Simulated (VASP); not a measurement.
# Li (P6_3/mmc) in VASP: a series of runs

Runs on Li. Level: PBEsol. Tasks: single point.

All numbers are computed with VASP 6.6.1; they aren't measurements. Logs are shortened: lines on timing, memory, paths and dates and some standing lists are left out, and cuts for length are marked.

## Step 1: The cell of the first run

The structure is hexagonal, space group P6_3/mmc (No. 194). The conventional cell has a = 2.842 Å, b = 2.842 Å, c = 4.675 Å, α = 90.00°, β = 90.00°, γ = 120.00°. Li (site symmetry -6m2) has 12 Li at 2.84 to 2.86 Å within 3.7 Å.

## Step 2: Single point, PBEsol

Input file INCAR:

```
  PREC = Accurate
  ENCUT = 520
  EDIFF = 1E-6
  ISMEAR = -1
  SIGMA = 0.05
  LREAL = False
  LASPH = True
  NELM = 100
  ALGO = Normal
  ISIF = 2
  LWAVE = False
  LCHARG = False
  GGA = PS
  NBANDS = 10
```

Input file KPOINTS:

```
regular mesh
0
Gamma
  15 15 8
```

Input file POSCAR:

```
Li
1.0
    2.8422236036      0.0000000000      0.0000000000
   -1.4211118018      2.4614378439      0.0000000000
    0.0000000000      0.0000000000      4.6748802051
Li
2
Direct
    0.3333333333      0.6666666667      0.2500000000
    0.6666666667      0.3333333333      0.7500000000
```

Potentials or basis: VASP PAW PBE potentials, release 64 (Li_sv).

Launch:

```console
> cat potpaw_PBE.64/Li_sv/POTCAR > POTCAR
> mpirun -np 1 vasp_std > vasp.out
```

OUTCAR:

```text
PREC = Accurate
   ENCUT = 520
   EDIFF = 1E-6
   ISMEAR = -1
   LREAL = False
   LASPH = True
   NELM = 100
   ISIF = 2
   GGA = PS

 ion  position               nearest neighbor table
   1  0.333  0.667  0.250-
   2  0.667  0.333  0.750-

  LATTYP: Found a hexagonal cell.
 ALAT       =     2.8422236036
 C/A-ratio  =     1.6447967708

  Lattice vectors:

 A1 = (   2.8422236036,   0.0000000000,   0.0000000000)
 A2 = (  -1.4211118018,   2.4614378439,   0.0000000000)
 A3 = (   0.0000000000,   0.0000000000,   4.6748802051)

Analysis of symmetry for initial positions (statically):
=====================================================================
 Subroutine PRICEL returns:
 Original cell was already a primitive cell.

 Routine SETGRP: Setting up the symmetry group for a
 hexagonal supercell.

 Subroutine GETGRP returns: Found 24 space group operations
 (whereof 12 operations were pure point group operations)
 out of a pool of 24 trial point group operations.

The static configuration has the point symmetry D_3d.
 The point group associated with its full space group is D_6h.

Analysis of symmetry for dynamics (positions and initial velocities):
=====================================================================
 Subroutine PRICEL returns:
 Original cell was already a primitive cell.

 Routine SETGRP: Setting up the symmetry group for a
 hexagonal supercell.

 Subroutine GETGRP returns: Found 24 space group operations
 (whereof 12 operations were pure point group operations)
 out of a pool of 24 trial point group operations.

The dynamic configuration has the point symmetry D_3d.
 The point group associated with its full space group is D_6h.

 Subroutine INISYM returns: Found 24 space group operations
 (whereof 12 operations are pure point group operations),
 and found     1 'primitive' translations

----------------------------------------------------------------------------------------

                                     Primitive cell

  volume of cell :      32.7053

  direct lattice vectors                    reciprocal lattice vectors
     2.842223604  0.000000000  0.000000000     0.351837202  0.203133303  0.000000000
    -1.421111802  2.461437844  0.000000000     0.000000000  0.406266607  0.000000000
     0.000000000  0.000000000  4.674880205     0.000000000  0.000000000  0.213909225

  length of vectors
     2.842223604  2.842223604  4.674880205     0.406266607  0.406266607  0.213909225

  position of ions in fractional coordinates (direct lattice)
     0.333333333  0.666666667  0.250000000
     0.666666667  0.333333333  0.750000000

  ion indices of the primitive-cell ions
   primitive index   ion index
                 1           1
                 2           2

----------------------------------------------------------------------------------------

 KPOINTS: regular mesh

Automatic generation of k-mesh.
 Grid dimensions read from file:
 generate k-points for:   15   15    8

 Generating k-lattice:

  Cartesian coordinates                     Fractional coordinates (reciprocal lattice)
     0.023455813  0.013542220  0.000000000     0.066666667 -0.000000000  0.000000000
     0.000000000  0.027084440  0.000000000     0.000000000  0.066666667  0.000000000
     0.000000000  0.000000000  0.026738653     0.000000000  0.000000000  0.125000000

  Length of vectors
     0.027084440  0.027084440  0.026738653

  Shift w.r.t. Gamma in fractional coordinates (k-lattice)
     0.000000000  0.000000000  0.000000000

 Subroutine IBZKPT returns following result:
 ===========================================

 Found    135 irreducible k-points:

 Following reciprocal coordinates:
            Coordinates               Weight
  0.000000  0.000000  0.000000      1.000000
  0.066667  0.000000  0.000000      6.000000
  0.133333  0.000000  0.000000      6.000000
  0.200000  0.000000  0.000000      6.000000
  0.266667  0.000000  0.000000      6.000000
  0.333333  0.000000  0.000000      6.000000
[... 16 lines left out ...]
  0.333333  0.200000  0.000000     12.000000
  0.400000  0.200000  0.000000      6.000000
 [... further k-points ...]
   k-points           NKPTS =    135   k-points in BZ     NKDIM =    135   number of bands    NBANDS=     10
   number of dos      NEDOS =    301   number of ions     NIONS =      2
   total plane-waves  NPLWV =  20736
   dimension x,y,z NGX =    24 NGY =   24 NGZ =   36
   dimension x,y,z NGXF=    48 NGYF=   48 NGZF=   72
   ions per type =               2
   NGX,Y,Z   is equivalent  to a cutoff of  14.04, 14.04, 12.80 a.u.
   NGXF,Y,Z  is equivalent  to a cutoff of  28.08, 28.08, 25.60 a.u.
 SYSTEM =  unknown system
   PREC   = accura    normal or accurate (medium, high low for compatibility)
   ISTART =      0    job   : 0-new  1-cont  2-samecut
   ICHARG =      2    charge: 1-file 2-atom 10-const
   ISPIN  =      1    spin polarized calculation?
   LNONCOLLINEAR =      F non collinear calculations
   LSORBIT =      F    spin-orbit coupling
   LASPH  =      T    aspherical Exc in radial PAW
   ENCUT  =  520.0 eV  38.22 Ry    6.18 a.u.   5.28  5.28  8.69*2*pi/ulx,y,z
   NELM   =    100;   NELMIN=  2; NELMDL= -5     # of ELM steps
   EDIFF  = 0.1E-05   stopping-criterion for ELM
   LREAL  =      F    real-space projection
   EDIFFG = 0.1E-04   stopping-criterion for IOM
   NSW    =      0    number of steps for IOM
   IBRION =     -1    ionic relax: 0-MD 1-quasi-New 2-CG
   NFREE  =      0    steps in history (QN), initial steepest desc. (CG)
   ISIF   =      2    stress and relaxation
   ISYM   =      2    0-nonsym 1-usesym 2-fastsym
   POTIM  = 0.5000    time-step for ionic-motion
   TEBEG  =    0.0;   TEEND  =   0.0 temperature during run
   PSTRESS=    0.0 pullay stress
   NELECT =       6.0000    total number of electrons
   NUPDOWN=      -1.0000    fix difference up-down
   EMIN   =  10.00;   EMAX   =-10.00  energy-range for DOS
   EFERMI =   0.00;   METHOD = LEGACY
   ISMEAR =    -1;   SIGMA  =   0.05  broadening in eV -4-tet -1-fermi 0-gaus
   EFERMI_NEDOS =   21; number of points for ismear=-14 and -15
   IALGO  =     38    algorithm
   IMIX   =      4    mixing-type and parameters
     AMIX     =   0.40;   BMIX     =  1.00
     AMIX_MAG =   1.60;   BMIX_MAG =  1.00
  volume/ion in A,a.u.               =      16.35       110.35
  Fermi-wavevector in a.u.,A,eV,Ry     =   0.930221  1.757862 11.773267  0.865311
  Thomas-Fermi vector in A             =   2.056586
   LORBIT       =      0    0 simple, 1 ext, 2 COOP (PROOUT), +10 PAW based schemes
   GGA     = PS    functional components
   LHFCALC =     F    Hartree Fock is set to
   AEXX    =    0.0000 exact exchange contribution
   IVDW    =     0    specifies the selected vdW correction
   LEPSILON=     F    determine dielectric tensor
   LRPA    =     F    only Hartree local field effects (RPA)
 non-spin polarized calculation
  energy-cutoff  :      520.00
  volume of cell :       32.71
 maximum number of plane-waves:       891
 NGX is ok and might be reduce to    24

 number of electron       5.9999983 magnetization

 Free energy of the ion-electron system (eV)
  ---------------------------------------------------
  ext. energy  EPLUGINS =         0.00000000
  ---------------------------------------------------
  free energy    TOTEN  =        -3.85007071 eV

  energy without entropy =       -3.84209327  energy(sigma->0) =       -3.84608199

 E-fermi :   1.2758     XC(G=0):  -7.5640

 val. band max:        1.2615606211   @ k =   0.4000   0.0667   0.3750
 cond. band min:       1.2786618134   @ k =   0.4667   0.0667   0.1250
 fundamental gap:      0.0171011924
 Fermi energy:         1.2758220057

 k-point     1 :       0.0000    0.0000    0.0000
  band No.  band energies     occupation
      1     -44.2923      2.00000
      2     -44.2494      2.00000
      3      -2.5309      2.00000
      4       1.1123      1.92675
      5       4.9330      0.00000
      6      15.8262      0.00000
      7      15.8262      0.00000
      8      17.4026      0.00000
      9      17.4026      0.00000
     10      17.9554      0.00000

 k-point     2 :       0.0667    0.0000    0.0000
  band No.  band energies     occupation
      1     -44.2906      2.00000
      2     -44.2486      2.00000
      3      -2.4554      2.00000
      4       1.2208      1.50088
      5       4.9471      0.00000
      6      14.9082      0.00000
      7      15.1645      0.00000
      8      17.4088      0.00000
      9      17.8380      0.00000
     10      17.8846      0.00000

 k-point     3 :       0.1333    0.0000    0.0000
  band No.  band energies     occupation
      1     -44.2857      2.00000
      2     -44.2462      2.00000
      3      -2.2286      2.00000
      4       1.5459      0.00898
      5       4.9847      0.00000
      6      13.0781      0.00000
      7      14.1188      0.00000
      8      17.4063      0.00000
      9      17.4546      0.00000
     10      17.9975      0.00000

 k-point     4 :       0.2000    0.0000    0.0000
  band No.  band energies     occupation
      1     -44.2784      2.00000
      2     -44.2429      2.00000
      3      -1.8495      2.00000
      4       2.0869      0.00000
      5       5.0150      0.00000
      6      11.1875      0.00000
      7      13.1520      0.00000
      8      16.0837      0.00000
      9      16.2165      0.00000
     10      17.5617      0.00000

 k-point     5 :       0.2667    0.0000    0.0000
  band No.  band energies     occupation
      1     -44.2696      2.00000
      2     -44.2394      2.00000
      3      -1.3183      2.00000
      4       2.8421      0.00000
      5       4.9383      0.00000
      6       9.5994      0.00000
      7      12.3481      0.00000
      8      14.0381      0.00000
      9      14.4100      0.00000
     10      17.0130      0.00000

 k-point     6 :       0.3333    0.0000    0.0000
  band No.  band energies     occupation
      1     -44.2607      2.00000
      2     -44.2366      2.00000
      3      -0.6393      2.00000
      4       3.8074      0.00000
      5       4.5358      0.00000
      6       8.6270      0.00000
      7      11.7338      0.00000
      8      11.9301      0.00000
      9      12.8124      0.00000
     10      16.5116      0.00000
[... 183 lines left out ...]
 k-point    21 :       0.2000    0.2000    0.0000
  band No.  band energies     occupation
      1     -44.2586      2.00000
      2     -44.2360      2.00000
      3      -0.4676      2.00000
      4       4.0231      0.00000
      5       5.0527      0.00000
      6       7.5609      0.00000
      7       9.9333      0.00000
      8      12.9797      0.00000
      9      14.7973      0.00000
     10      14.8349      0.00000

 k-point    22 :       0.2667    0.2000    0.0000
  band No.  band energies     occupation
      1     -44.2513      2.00000
      2     -44.2346      2.00000
      3       0.3018      2.00000
      4       4.7554      0.00000
      5       5.0852      0.00000
      6       6.4856      0.00000
      7       9.2186      0.00000
      8      11.3997      0.00000
      9      13.7607      0.00000
     10      14.1989      0.00000

 k-point    23 :       0.3333    0.2000    0.0000
  band No.  band energies     occupation
      1     -44.2456      2.00000
      2     -44.2345      2.00000
      3       1.1854      1.71850
      4       3.8374      0.00000
      5       6.2038      0.00000
      6       6.3232      0.00000
      7       8.7197      0.00000
      8       9.6828      0.00000
      9      13.2963      0.00000
     10      13.7418      0.00000

 k-point    24 :       0.4000    0.2000    0.0000
  band No.  band energies     occupation
      1     -44.2432      2.00000
      2     -44.2348      2.00000
      3       1.8162      0.00004
      4       3.1188      0.00000
      5       6.2068      0.00000
      6       7.3342      0.00000
      7       8.4947      0.00000
      8       8.5282      0.00000
      9      13.1576      0.00000
     10      13.5846      0.00000

 [... further k-points ...]
[... 5 lines left out ...]
  --------------------------------------------------------------------------------------
  -------------------------------------------------------------------------------------
  Total        0.8092065      0.8092065      0.8048587      0.0000000      0.0000000      0.0000000
  in kB       39.6417072     39.6417072     39.4287136      0.0000000      0.0000000      0.0000000
  external PRESSURE =      39.5707094 kB  Pullay stress =       0.0000000 kB

 VOLUME and BASIS-vectors are now :
 -----------------------------------------------------------------------------
  energy-cutoff  :      520.00
  volume of cell :       32.71
      direct lattice vectors                 reciprocal lattice vectors
     2.842223604  0.000000000  0.000000000     0.351837202  0.203133303  0.000000000
    -1.421111802  2.461437844  0.000000000     0.000000000  0.406266607  0.000000000
     0.000000000  0.000000000  4.674880205     0.000000000  0.000000000  0.213909225

 POSITION                                       TOTAL-FORCE (eV/Angst)
 -----------------------------------------------------------------------------------
     -0.00000      1.64096      1.16872         0.000000     -0.000000      0.000000
      1.42111      0.82048      3.50616        -0.000000      0.000000      0.000000
 -----------------------------------------------------------------------------------
    total drift:                               -0.000000      0.000000      0.000000

  FREE ENERGIE OF THE ION-ELECTRON SYSTEM (eV)
  ---------------------------------------------------
  free  energy   TOTEN  =        -3.8500707091 eV

  energy  without entropy=       -3.8420932680  energy(sigma->0) =       -3.84608199
```

Wall time 11 s (1 thread of Intel Xeon 6975P-C (Granite Rapids), shared host); peak memory 0.16 GiB.

Results:

| Quantity | Value |
| --- | --- |
| Free energy | -3.8501 eV |
| Band gap on the k mesh | zero (band 3 reaches 3.72 eV, above the bottom of band 4 at -1.36 eV) |

Caveat: the cutoff is under 1.25 times the usual one of these potentials, so pressure, stress and relaxed cells hold a basis-set (Pulay) error; the PAW data sets were made with another functional, which shifts forces and pressure a little.

## Step 3: Single point, PBEsol

Input file INCAR:

```
SYSTEM = Li
PREC     = Accurate       ! precision mode
ENCUT    = 520            ! plane-wave cutoff, eV
EDIFF    = 1E-6           ! SCF threshold, eV
ISMEAR   = -1             ! smearing method
SIGMA    = 0.05           ! smearing width, eV
LREAL    = .False.        ! projectors in reciprocal space
LASPH    = .True.         ! aspherical terms in the spheres
NELM     = 60             ! most SCF steps
ALGO     = Normal         ! electronic algorithm
ISIF     = 2              ! what is computed and relaxed
LWAVE    = .False.        ! write WAVECAR
LCHARG   = .False.        ! write CHGCAR
GGA      = PS             ! functional
NBANDS   = 10             ! bands
```

Input file KPOINTS:

```
regular mesh
0
Gamma
  15 15 8
  0 0 0
```

Input file POSCAR:

```
Li
1.0
    2.8422236036      0.0000000000      0.0000000000
   -1.4211118018      2.4614378440      0.0000000000
    0.0000000000      0.0000000000      4.6748802051
Li
2
Direct
    0.3333333333      0.6666666667      0.2500000000
    0.6666666667      0.3333333333      0.7500000000
```

Potentials or basis: VASP PAW PBE potentials, release 64 (Li_sv).

Launch:

```console
> cat potpaw_PBE.64/Li_sv/POTCAR > POTCAR
> mpirun -np 1 vasp_std > vasp.out
```

Wall time 11 s (1 thread of Intel Xeon 6975P-C (Granite Rapids), shared host); peak memory 0.16 GiB.

It converged, with:

```yaml
Free_energy: -3.8501 eV
Band_gap_on_the_k_mesh: zero (band 3 reaches 3.72 eV, above the bottom of band 4 at -1.36 eV)
```

Levels at points of the mesh, in eV from the Fermi level:
```tsv
k point	band 1	band 2	band 3	band 4	band 5	band 6	band 7
(0.00, 0.00, 0.00)	-45.57	-45.53	-3.81	-0.16	3.66	14.55	14.55
(0.00, 0.00, 0.50)	-45.55	-45.55	-2.63	-2.63	9.16	9.16	15.61
```

Caveat: the cutoff is under 1.25 times the usual one of these potentials, so pressure, stress and relaxed cells hold a basis-set (Pulay) error; the PAW data sets were made with another functional, which shifts forces and pressure a little.

## Step 4: Single point, PBEsol

This run uses another cell than the first one: it holds 4 atoms, not 2.

Input file INCAR:

```
SYSTEM = Li
  ALGO = Normal
  EDIFF = 1E-6
  ENCUT = 520
  GGA = PS
  ISIF = 2
  ISMEAR = -1
  LASPH = .TRUE.
  LCHARG = .FALSE.
  LREAL = .FALSE.
  LWAVE = .FALSE.
  NBANDS = 14
  NELM = 80
  PREC = Accurate
  SIGMA = 0.05
```

Input file KPOINTS:

```
k-points
0
G
  10 10 6
  0 0 0
```

Input file POSCAR:

```
Li
1.0
    2.8813561230      0.0000000000      0.0000000000
   -1.4406780615      2.4953275999      0.0000000000
    0.0000000000      0.0000000000      9.0886320504
Li
4
Direct
    0.0000000000      0.0000000000      0.0000000000
    0.0000000000      0.0000000000      0.5000000000
    0.3333333333      0.6666666667      0.2500000000
    0.6666666667      0.3333333333      0.7500000000
```

Launch:

```console
> cat potpaw_PBE.64/Li_sv/POTCAR > POTCAR
> mpirun -np 1 vasp_std > vasp.out
```

Wall time 17 s (1 thread of Intel Xeon 6975P-C (Granite Rapids), shared host); peak memory 0.19 GiB.

It converged, with:

- Free energy: -7.7042 eV
- Band gap on the k mesh: zero (band 6 reaches 2.87 eV, above the bottom of band 7 at -1.28 eV)

Levels at points of the mesh, in eV from the Fermi level:
```
           k point  band 3  band 4  band 5  band 6  band 7  band 8  band 9  band 10
(0.00, 0.00, 0.00)  -45.52  -45.49   -3.78   -2.53   -2.53    0.14    4.04     9.93
(0.50, 0.00, 0.00)  -45.49  -45.49   -0.19    0.53    0.70    1.46    4.11     4.11
(0.00, 0.00, 0.50)  -45.50  -45.50   -3.47   -3.47   -1.04   -1.04    6.04     6.04
(0.50, 0.00, 0.50)  -45.49  -45.49    0.04    0.04    1.21    1.21    4.41     4.41
```

Caveat: the cutoff is under 1.25 times the usual one of these potentials, so pressure, stress and relaxed cells hold a basis-set (Pulay) error; the PAW data sets were made with another functional, which shifts forces and pressure a little.

(Part 1 of 2 ends here.)
